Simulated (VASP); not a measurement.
# Al7P7O (a cell with a defect) in VASP: further runs, part 2 of 2

VASP 6.6.1. Earlier steps stand in the parts before.

## (4) Single point, PBEsol+D3(BJ), collinear spin

The input, INCAR:

```
SYSTEM = Al7P7O
PREC = Accurate
ENCUT = 520
EDIFF = 1E-6
ISMEAR = -1
SIGMA = 0.05
LREAL = Auto
LASPH = .TRUE.
NELM = 150
ALGO = Normal
ISIF = 2
LWAVE = .FALSE.
LCHARG = .FALSE.
ISPIN = 2
MAGMOM = 0 0 0.143 0 0.143 0 0.143 0 0.143 0 0.143 0 0 0.143 0.143
LORBIT = 11
GGA = PS
IVDW = 12
NELECT = 63.0
ISYM = 0
NBANDS = 48
```

The input, KPOINTS:

```
Automatic mesh
0
Gamma
  1 1 1
  0.25 0.25 0.25
```

The input, POSCAR:

```
Al7P7O
1.0
   10.9400000000      0.0000000000      0.0000000000
    0.0000000000      5.4700000000      0.0000000000
    0.0000000000      0.0000000000      5.4700000000
Al P O
7 7 1
Direct
    0.0022130000      0.0131010000      0.0012160000
    0.2525180000      0.5249900000      0.9921610000
    0.7535790000      0.4901570000      0.0053000000
    0.2566710000      0.9973720000      0.4935660000
    0.7449980000      0.9998600000      0.5185600000
    0.0146250000      0.5069710000      0.5025020000
    0.4984810000      0.5218810000      0.5027430000
    0.1243190000      0.2481880000      0.2659620000
    0.3726990000      0.7484020000      0.2696650000
    0.8806830000      0.7567710000      0.2461470000
    0.3730420000      0.2435440000      0.7502270000
    0.8653910000      0.2353280000      0.7606460000
    0.1258550000      0.7466880000      0.7399060000
    0.6367990000      0.7480780000      0.7632250000
    0.6261250000      0.2343640000      0.2616170000
```

Potentials or basis: VASP PAW PBE potentials, release 64 (Al, P, O).

The run is started by

```bash
$ cat potpaw_PBE.64/Al/POTCAR potpaw_PBE.64/P/POTCAR potpaw_PBE.64/O/POTCAR > POTCAR
$ mpirun -np 1 vasp_std > vasp.out
```

OUTCAR:

```text
SYSTEM = Al7P7O
   PREC = Accurate
   ENCUT = 520
   EDIFF = 1E-6
   ISMEAR = -1
   LREAL = Auto
   LASPH = .TRUE.
   NELM = 150
   ISIF = 2
   ISPIN = 2
   LORBIT = 11
   GGA = PS
   IVDW = 12
   NELECT = 63.0
   ISYM = 0
 IVDW          = 12

 ion  position               nearest neighbor table
   1  0.002  0.013  0.001-  12 2.33  10 2.35   8 2.35  13 2.45
   2  0.253  0.525  0.992-  13 2.30   9 2.35  11 2.42   8 2.55
   3  0.754  0.490  0.005-  12 2.29  14 2.32  10 2.41  15 2.42
   4  0.257  0.997  0.494-   9 2.23  11 2.32   8 2.35  13 2.40
   5  0.745  1.000  0.519-  14 2.26  12 2.27  15 2.30  10 2.49
   6  0.015  0.507  0.503-  13 2.21   8 2.26  10 2.45  12 2.62
   7  0.498  0.522  0.503-   9 2.25  14 2.42  11 2.46  15 2.48
   8  0.124  0.248  0.266-   6 2.26   4 2.35   1 2.35   2 2.55
   9  0.373  0.748  0.270-   4 2.23   7 2.25   2 2.35
  10  0.881  0.757  0.246-   1 2.35   3 2.41   6 2.45   5 2.49
  11  0.373  0.244  0.750-   4 2.32   2 2.42   7 2.46
  12  0.865  0.235  0.761-   5 2.27   3 2.29   1 2.33   6 2.62
  13  0.126  0.747  0.740-   6 2.21   2 2.30   4 2.40   1 2.45
  14  0.637  0.748  0.763-   5 2.26   3 2.32   7 2.42
  15  0.626  0.234  0.262-   5 2.30   3 2.42   7 2.48

IMPORTANT INFORMATION: All symmetrisations will be switched off!
NOSYMM: (Re-)initialisation of all symmetry stuff for point group C_1.

----------------------------------------------------------------------------------------

                                     Primitive cell

  volume of cell :     327.3346

  direct lattice vectors                    reciprocal lattice vectors
    10.940000000  0.000000000  0.000000000     0.091407678  0.000000000  0.000000000
     0.000000000  5.470000000  0.000000000     0.000000000  0.182815356  0.000000000
     0.000000000  0.000000000  5.470000000     0.000000000  0.000000000  0.182815356

[... 527 lines left out ...]
  Total      -0.22144    -1.58465    -1.58191    -0.19894     6.12421     2.90110
  in kB      -1.08387    -7.75626    -7.74284    -0.97371    29.97567    14.19979
  external pressure =       -5.53 kB  Pullay stress =        0.00 kB

 VOLUME and BASIS-vectors are now :
 -----------------------------------------------------------------------------
  energy-cutoff  :      520.00
  volume of cell :      327.33
      direct lattice vectors                 reciprocal lattice vectors
    10.940000000  0.000000000  0.000000000     0.091407678  0.000000000  0.000000000
     0.000000000  5.470000000  0.000000000     0.000000000  0.182815356  0.000000000
     0.000000000  0.000000000  5.470000000     0.000000000  0.000000000  0.182815356

 POSITION                                       TOTAL-FORCE (eV/Angst)
 -----------------------------------------------------------------------------------
      0.02421      0.07166      0.00665        -0.057339     -0.602661     -0.200782
      2.76255      2.87170      5.42712         0.435502     -1.251039      0.464888
      8.24415      2.68116      0.02899        -1.354138     -0.555011      1.433388
      2.80798      5.45562      2.69981        -0.418033      0.559149      0.757624
      8.15028      5.46923      2.83652        -1.195453      0.689565     -2.453184
      0.16000      2.77313      2.74869        -2.346553     -0.538400     -0.202407
      5.45338      2.85469      2.75000         1.947195     -1.788506      0.410374
      1.36005      1.35759      1.45481         0.659151      0.004713     -1.313191
      4.07733      4.09376      1.47507         0.094802     -0.113781     -1.556252
      9.63467      4.13954      1.34642        -0.192516     -0.315672      0.599886
      4.08108      1.33219      4.10374         0.198785      0.709506      0.189333
      9.46738      1.28724      4.16073         1.576203      0.915151     -0.365371
      1.37685      4.08438      4.04729         0.247006      1.603159      1.123260
      6.96658      4.09199      4.17484        -1.324960     -0.532576     -0.113599
      6.84981      1.28197      1.43104         1.730348      1.216402      1.226033
 -----------------------------------------------------------------------------------
    total drift:                               -0.001405     -0.002253      0.001797

  FREE ENERGIE OF THE ION-ELECTRON SYSTEM (eV)
  ---------------------------------------------------
  free  energy   TOTEN  =       -78.5111393197 eV

  energy  without entropy=      -78.4742422495  energy(sigma->0) =      -78.49269078

 total charge

# of ion       s       p       d       tot
------------------------------------------
    1        0.401   0.393   0.000   0.794
    2        0.399   0.376   0.000   0.774
    3        0.394   0.346   0.000   0.740
    4        0.403   0.414   0.000   0.817
    5        0.392   0.352   0.000   0.744
    6        0.405   0.397   0.000   0.802
    7        0.401   0.329   0.000   0.730
    8        1.015   1.589   0.000   2.604
    9        1.034   1.556   0.000   2.591
   10        1.014   1.555   0.000   2.569
   11        1.045   1.467   0.000   2.512
   12        1.015   1.600   0.000   2.615
   13        1.015   1.619   0.000   2.635
   14        1.028   1.540   0.000   2.569
   15        1.569   3.220   0.000   4.789
--------------------------------------------------
tot         11.530  16.752   0.000  28.282

 magnetization (x)

# of ion       s       p       d       tot
------------------------------------------
    1       -0.000   0.000   0.000  -0.000
    2       -0.000  -0.000   0.000  -0.000
    3       -0.000   0.000   0.000  -0.000
    4       -0.000  -0.000   0.000  -0.000
    5       -0.000  -0.000   0.000  -0.000
    6       -0.000  -0.000   0.000  -0.000
    7       -0.000   0.000   0.000  -0.000
    8       -0.000   0.000   0.000   0.000
    9        0.000   0.000   0.000   0.000
   10       -0.000   0.000   0.000   0.000
   11        0.000   0.000   0.000   0.000
   12       -0.000   0.000   0.000   0.000
   13       -0.000   0.000   0.000   0.000
   14        0.000   0.000   0.000   0.000
   15       -0.000   0.000   0.000   0.000
--------------------------------------------------
tot          0.000   0.001   0.000   0.001
```

OSZICAR:

```text
N       E                     dE             d eps       ncg     rms          rms(c)
DAV:   1     0.207634555804E+03    0.20763E+03   -0.23761E+04   768   0.106E+03
DAV:   2    -0.570897197765E+02   -0.26472E+03   -0.24810E+03   968   0.174E+02
DAV:   3    -0.793260073744E+02   -0.22236E+02   -0.21963E+02   968   0.502E+01
DAV:   4    -0.797904797716E+02   -0.46447E+00   -0.46319E+00   968   0.850E+00
DAV:   5    -0.798034007349E+02   -0.12921E-01   -0.12917E-01  1008   0.140E+00    0.138E+01
DAV:   6    -0.758914314460E+02    0.39120E+01   -0.13658E+01  1000   0.169E+01    0.110E+01
DAV:   7    -0.754759330643E+02    0.41550E+00   -0.92428E+00  1056   0.859E+00    0.610E+00
DAV:   8    -0.751395269494E+02    0.33641E+00   -0.11636E+00   888   0.422E+00    0.260E+00
DAV:   9    -0.751125149110E+02    0.27012E-01   -0.45959E-01  1104   0.296E+00    0.116E+00
DAV:  10    -0.751025520751E+02    0.99628E-02   -0.10416E-01   952   0.111E+00    0.620E-01
DAV:  11    -0.751017636650E+02    0.78841E-03   -0.13164E-02   928   0.425E-01    0.331E-01
DAV:  12    -0.751011177870E+02    0.64588E-03   -0.19623E-03   992   0.169E-01    0.174E-01
DAV:  13    -0.751011187917E+02   -0.10047E-05   -0.21194E-03   944   0.158E-01    0.695E-02
DAV:  14    -0.751011499811E+02   -0.31189E-04   -0.14476E-04  1064   0.428E-02    0.647E-02
DAV:  15    -0.751011421596E+02    0.78215E-05   -0.16599E-05   944   0.148E-02    0.431E-02
DAV:  16    -0.751011367830E+02    0.53766E-05   -0.50768E-05   960   0.261E-02    0.965E-03
DAV:  17    -0.751011392746E+02   -0.24917E-05   -0.74257E-06   984   0.106E-02    0.929E-03
DAV:  18    -0.751011394707E+02   -0.19603E-06   -0.57318E-07   576   0.300E-03
   1 F= -.78511139E+02 E0= -.78492691E+02  d E =-.368971E-01  mag=     0.0026
```

It took 4.8 min on 1 thread of AMD EPYC 7R13 (Zen 3), shared host; peak memory 0.47 GiB.

Results:

- Free energy: -78.5111 eV
- Largest force: 2.815 eV/Å
- Net moment: 0.00 μB per cell
- Valence electrons inside the program's atomic spheres: Al 0.79, 0.77, 0.74, 0.82, 0.80, 0.73; P 2.60, 2.59, 2.57, 2.51, 2.62, 2.63; O 4.79
- Dispersion energy per atom: -0.227 eV

Forces in eV/Å, atoms in the order of the input:
```
Al  -0.057 -0.603 -0.201
Al   0.436 -1.251  0.465
Al  -1.354 -0.555  1.433
Al  -0.418  0.559  0.758
Al  -1.195  0.690 -2.453
Al  -2.347 -0.538 -0.202
Al   1.947 -1.789  0.410
P    0.659  0.005 -1.313
P    0.095 -0.114 -1.556
P   -0.193 -0.316  0.600
P    0.199  0.710  0.189
P    1.576  0.915 -0.365
P    0.247  1.603  1.123
P   -1.325 -0.533 -0.114
O    1.730  1.216  1.226
```

Caveat: the k points lie up to 1.15 Å⁻¹ apart; the cell carries a net charge on a neutralising background, which shifts energy and pressure; the cell is charged against a uniform background, so pressure and absolute levels hang on convention; the PAW data sets were made with another functional, which shifts forces and pressure a little.
